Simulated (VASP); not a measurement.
# SnO (P6_3mc) in VASP: vibrations by perturbation theory with PBEsol

Aim: the vibrations by perturbation theory of SnO with PBEsol.

All numbers are computed with VASP 6.6.1; they aren't measurements. Logs are shortened: lines on timing, memory, paths and dates and some standing lists are left out, and cuts for length are marked.

**1. The cell of the first run**

The structure is hexagonal, space group P6_3mc (No. 186). The conventional cell has a = 3.290 Å, b = 3.290 Å, c = 8.516 Å, α = 90.00°, β = 90.00°, γ = 120.00°. Within 2.9 Å of Sn (site symmetry 3m) lie 3 O at 2.18 Å. O (site symmetry 3m) has 3 Sn at 2.18 Å within 2.9 Å.

**2. Vibrations by perturbation theory, PBEsol**

INCAR

```
PREC     = Accurate       # precision mode
ENCUT    = 520            # plane-wave cutoff, eV
EDIFF    = 1E-8           # SCF threshold, eV
ISMEAR   = 0              # smearing method
SIGMA    = 0.01           # smearing width, eV
LREAL    = F              # projectors in reciprocal space
LASPH    = T              # aspherical terms in the spheres
NELM     = 60             # most SCF steps
ALGO     = Normal         # electronic algorithm
ISIF     = 2              # what is computed and relaxed
LWAVE    = F              # write WAVECAR
LCHARG   = T              # write CHGCAR
GGA      = PS             # functional
IBRION   = 8              # ionic algorithm
NSW      = 1              # ionic steps
LEPSILON = T              # dielectric tensor by DFPT
```

KPOINTS

```
regular mesh
0
Gamma
  9 9 4
```

POSCAR

```
SnO
1.0
    3.2901885735      0.0000000000      0.0000000000
   -1.6450942868      2.8493868879      0.0000000000
    0.0000000000      0.0000000000      8.5160975896
Sn O
2 2
Direct
    0.3333333333      0.6666666667      0.0002559890
    0.6666666667      0.3333333333      0.5002559890
    0.3333333333      0.6666666667      0.3747440110
    0.6666666667      0.3333333333      0.8747440110
```

Potentials or basis: VASP PAW PBE potentials, release 64 (Sn_d, O).

Command:

```bash
$ cat potpaw_PBE.64/Sn_d/POTCAR potpaw_PBE.64/O/POTCAR > POTCAR
$ mpirun -np 1 vasp_std > vasp.out
```

OUTCAR:

```text
PREC = Accurate
   ENCUT = 520
   EDIFF = 1E-8
   ISMEAR = 0
   LREAL = F
   LASPH = T
   NELM = 60
   ISIF = 2
   GGA = PS
   IBRION = 8
   NSW = 1
   LEPSILON = T

 ion  position               nearest neighbor table
   1  0.333  0.667  0.000-   4 2.18   4 2.18   4 2.18
   2  0.667  0.333  0.500-   3 2.18   3 2.18   3 2.18
   3  0.333  0.667  0.375-   2 2.18   2 2.18   2 2.18
   4  0.667  0.333  0.875-   1 2.18   1 2.18   1 2.18

  LATTYP: Found a hexagonal cell.
 ALAT       =     3.2901885735
 C/A-ratio  =     2.5883311547

  Lattice vectors:

 A1 = (   3.2901885735,   0.0000000000,   0.0000000000)
 A2 = (  -1.6450942868,   2.8493868879,   0.0000000000)
 A3 = (   0.0000000000,   0.0000000000,   8.5160975896)

Analysis of symmetry for initial positions (statically):
=====================================================================
 Subroutine PRICEL returns:
 Original cell was already a primitive cell.

 Routine SETGRP: Setting up the symmetry group for a
 hexagonal supercell.

 Subroutine GETGRP returns: Found 12 space group operations
 (whereof  6 operations were pure point group operations)
 out of a pool of 24 trial point group operations.

The static configuration has the point symmetry C_3v.
 The point group associated with its full space group is C_6v.

Analysis of symmetry for dynamics (positions and initial velocities):
=====================================================================
 Subroutine PRICEL returns:
 Original cell was already a primitive cell.

 Routine SETGRP: Setting up the symmetry group for a
 hexagonal supercell.

 Subroutine GETGRP returns: Found 12 space group operations
 (whereof  6 operations were pure point group operations)
 out of a pool of 24 trial point group operations.

The dynamic configuration has the point symmetry C_3v.
 The point group associated with its full space group is C_6v.

 Subroutine INISYM returns: Found 12 space group operations
 (whereof  6 operations are pure point group operations),
 and found     1 'primitive' translations

----------------------------------------------------------------------------------------

                                     Primitive cell

  volume of cell :      79.8386

  direct lattice vectors                    reciprocal lattice vectors
     3.290188574  0.000000000  0.000000000     0.303933947  0.175476346  0.000000000
    -1.645094287  2.849386888  0.000000000     0.000000000  0.350952692  0.000000000
     0.000000000  0.000000000  8.516097590     0.000000000  0.000000000  0.117424676

  length of vectors
     3.290188574  3.290188574  8.516097590     0.350952692  0.350952692  0.117424676

  position of ions in fractional coordinates (direct lattice)
     0.333333333  0.666666667  0.000255989
     0.666666667  0.333333333  0.500255989
     0.333333333  0.666666667  0.374744011
     0.666666667  0.333333333  0.874744011

  ion indices of the primitive-cell ions
   primitive index   ion index
[... 839 lines left out ...]
     0.59791 -0.00000 -0.00000
    -0.00000  0.59791  0.00000
    -0.00000  0.00000  0.00730

[... ionic steps 4 to 9 ...]

--------------------------------------- Ionic step       10  -------------------------------------------

------------------------ aborting loop because EDIFF is reached ----------------------------------------

[... ionic steps 11 to 11 ...]

--------------------------------------- Ionic step       12  -------------------------------------------

 Free energy of the ion-electron system (eV)
  ---------------------------------------------------
  ---------------------------------------------------
  free energy    TOTEN  =        -0.38557316 eV

  energy without entropy =       -0.38557316

------------------------ aborting loop because EDIFF is reached ----------------------------------------

 INTERNAL STRAIN TENSOR  FOR ION    3  DIRECTION 3   (eV/Angst):
 -----------------------------------------------------------------------------
     8.63713 -0.00000 -0.00000
    -0.00000  8.63713 -0.00000
     0.00000 -0.00000 11.46911

 MACROSCOPIC STATIC DIELECTRIC TENSOR (including local field effects in DFT)
 ------------------------------------------------------
           9.794437    -0.000000     0.000000
          -0.000000     9.794437     0.000000
           0.000000     0.000000     5.656439
 ------------------------------------------------------

 PIEZOELECTRIC TENSOR (including local field effects)  for field in x, y, z        (e  Angst)
          XX          YY          ZZ          XY          YZ          ZX
  --------------------------------------------------------------------------------
  x     0.00000    -0.00000     0.00000    -0.00000    -0.00000     6.00929
  y     0.00000     0.00000     0.00000     0.00000     6.00930    -0.00000
  z     2.97944     2.97944     0.03639    -0.00000     0.00000    -0.00000

 PIEZOELECTRIC TENSOR (including local field effects)  for field in x, y, z        (C/m^2)
          XX          YY          ZZ          XY          YZ          ZX
  --------------------------------------------------------------------------------
  x     0.00000    -0.00000     0.00000    -0.00000    -0.00000     1.20593
  y     0.00000     0.00000     0.00000     0.00000     1.20593    -0.00000
  z     0.59791     0.59791     0.00730    -0.00000     0.00000    -0.00000

 BORN EFFECTIVE CHARGES (including local field effects) (in |e|, cummulative output)
 ---------------------------------------------------------------------------------
 ion    1
    1     2.88284    -0.00000     0.00000
    2    -0.00000     2.88284    -0.00000
    3     0.00000    -0.00000     1.38160
 ion    2
    1     2.88284    -0.00000     0.00000
    2    -0.00000     2.88284     0.00000
    3    -0.00000     0.00000     1.38160
 ion    3
    1    -2.88284     0.00000     0.00000
    2     0.00000    -2.88284    -0.00000
    3     0.00000     0.00000    -1.38160
 ion    4
    1    -2.88284     0.00000     0.00000
    2     0.00000    -2.88284     0.00000
    3     0.00000    -0.00000    -1.38160

 INTERNAL STRAIN TENSOR FOR ION    4 for displacements in x,y,z  (eV/Angst):
          X           Y           Z          XY          YZ          ZX
  --------------------------------------------------------------------------------
  x    -0.00000     0.00000     0.00000     2.16294    -0.00000     6.08490
  y     2.16294    -2.16294     0.00000     0.00000     4.71656    -0.00000
  z     8.63713     8.63713    11.46911    -0.00000     0.00000     0.00000

 SECOND DERIVATIVES (NOT SYMMETRIZED)
 ------------------------------------
               1X          1Y          1Z          2X          2Y          2Z          3X          3Y          3Z          4X          4Y          4Z
  1X    -5.029441    0.000000   -0.000000   -0.033146    0.000000    0.000000    0.061325   -0.000000    0.000000    5.001262   -0.000000    0.000000
  1Y     0.000000   -5.029441    0.000000    0.000000   -0.033146    0.000000   -0.000000    0.061325    0.000000   -0.000000    5.001262    0.000000
  1Z     0.000000    0.000000  -10.637485   -0.000000   -0.000000    1.731523    0.000000    0.000000   -0.816726    0.000000   -0.000000    9.722687
  2X    -0.033146    0.000000   -0.000000   -5.029441    0.000000    0.000000    5.001262   -0.000000   -0.000000    0.061325   -0.000000   -0.000000
  2Y     0.000000   -0.033146    0.000000    0.000000   -5.029441   -0.000000   -0.000000    5.001262   -0.000000   -0.000000    0.061325   -0.000000
  2Z     0.000000    0.000000    1.731523   -0.000000    0.000000  -10.637485   -0.000000    0.000000    9.722687    0.000000    0.000000   -0.816726
  3X     0.052869   -0.000000    0.000000    4.993071   -0.000000    0.000000   -4.916467    0.000000    0.000000   -0.129474    0.000000    0.000000
  3Y    -0.000000    0.052869    0.000000   -0.000000    4.993071   -0.000000    0.000000   -4.916467    0.000000    0.000000   -0.129474    0.000000
  3Z     0.000000   -0.000000   -0.840650    0.000000    0.000000    9.709426    0.000000   -0.000000   -9.479811    0.000000    0.000000    0.611035
  4X     4.993071   -0.000000    0.000000    0.052869   -0.000000   -0.000000   -0.129474    0.000000    0.000000   -4.916467    0.000000    0.000000
  4Y    -0.000000    4.993071    0.000000   -0.000000    0.052869    0.000000    0.000000   -0.129474    0.000000    0.000000   -4.916467    0.000000
  4Z     0.000000    0.000000    9.709426    0.000000   -0.000000   -0.840650    0.000000   -0.000000    0.611035    0.000000    0.000000   -9.479811

 Eigenvectors and eigenvalues of the dynamical matrix
 ----------------------------------------------------

   1 f  =   13.311097 THz    83.636091 2PiTHz  444.010411 cm-1    55.050250 meV
             X         Y         Z           dx          dy          dz
     -0.000000  1.899591  0.002180    -0.000000   -0.000000   -0.256783
      1.645094  0.949796  4.260229    -0.000000   -0.000000    0.256783
     -0.000000  1.899591  3.191357     0.000000    0.000000   -0.658834
      1.645094  0.949796  7.449405     0.000000    0.000000    0.658834
[... 71 lines left out ...]
  12 f/i=    0.428063 THz     2.689599 2PiTHz   14.278644 cm-1     1.770325 meV
             X         Y         Z           dx          dy          dz
     -0.000000  1.899591  0.002180     0.431639   -0.501200   -0.000000
      1.645094  0.949796  4.260229    -0.431639    0.501200   -0.000000
     -0.000000  1.899591  3.191357    -0.163125    0.189413   -0.000000
      1.645094  0.949796  7.449405     0.163125   -0.189413   -0.000000

--------------------------------------------------------------------------------------------------------

 MACROSCOPIC STATIC DIELECTRIC TENSOR IONIC CONTRIBUTION
 ------------------------------------------------------
           7.453605    -0.000000    -0.000000
          -0.000000     7.453605     0.000000
          -0.000000     0.000000     0.973586
 ------------------------------------------------------

 ELASTIC MODULI CONTR FROM IONIC RELAXATION (kBar)
 Direction    XX          YY          ZZ          XY          YZ          ZX
 --------------------------------------------------------------------------------
 XX        -367.9047   -306.1109   -447.7304      0.0000     -0.0000     -0.0000
 YY        -306.1109   -367.9047   -447.7304      0.0000      0.0000      0.0000
 ZZ        -447.7304   -447.7304   -594.8304      0.0000     -0.0000      0.0000
 XY           0.0000      0.0000      0.0000    -30.8969      0.0000     -0.0000
 YZ          -0.0000      0.0000     -0.0000      0.0000   -118.3109      0.0000
 ZX          -0.0000      0.0000      0.0000     -0.0000      0.0000   -270.7361
 --------------------------------------------------------------------------------

 PIEZOELECTRIC TENSOR IONIC CONTR  for field in x, y, z        (C/m^2)
          XX          YY          ZZ          XY          YZ          ZX
  --------------------------------------------------------------------------------
  x    -0.00000     0.00000     0.00000    -0.00000     0.00000    -1.33668
  y    -0.00000    -0.00000    -0.00000     0.00000    -0.88362     0.00000
  z    -0.53899    -0.53899    -0.71607     0.00000    -0.00000     0.00000
```

It took 55 min on 1 thread of Oxide Virtual Turin-like, shared host; peak memory 0.72 GiB.

Results:

| Item | Value |
| --- | --- |
| Electronic dielectric tensor (diagonal) | 9.79, 9.79, 5.66 |
| Born charges (mean of the diagonal) | Sn +2.38; O -2.38 e |
| Highest phonon frequency at Γ, LO-TO splitting left out | 444 cm⁻¹ |

Phonon frequencies in cm⁻¹ (negative: imaginary):
```csv
q point,frequencies
"(0.000, 0.000, 0.000)",-14 -14 0 0 0 52 305 305 312 312 414 444
```

Electronic dielectric tensor:
```
9.79 0.00 0.00
0.00 9.79 0.00
0.00 0.00 5.66
```

Born effective charge tensors (e):
atom 1, Sn
```
2.88 0.00 0.00
0.00 2.88 0.00
0.00 0.00 1.38
```
atom 2, Sn
```
2.88 0.00 0.00
0.00 2.88 0.00
0.00 0.00 1.38
```
atom 3, O
```
-2.88  0.00  0.00
 0.00 -2.88  0.00
 0.00  0.00 -1.38
```
atom 4, O
```
-2.88  0.00  0.00
 0.00 -2.88  0.00
 0.00  0.00 -1.38
```

Caveat: some modes are imaginary; the structure was generated, so it needn't be the stable form of SnO; spin-orbit coupling is left out, which moves the levels of the heavy elements.
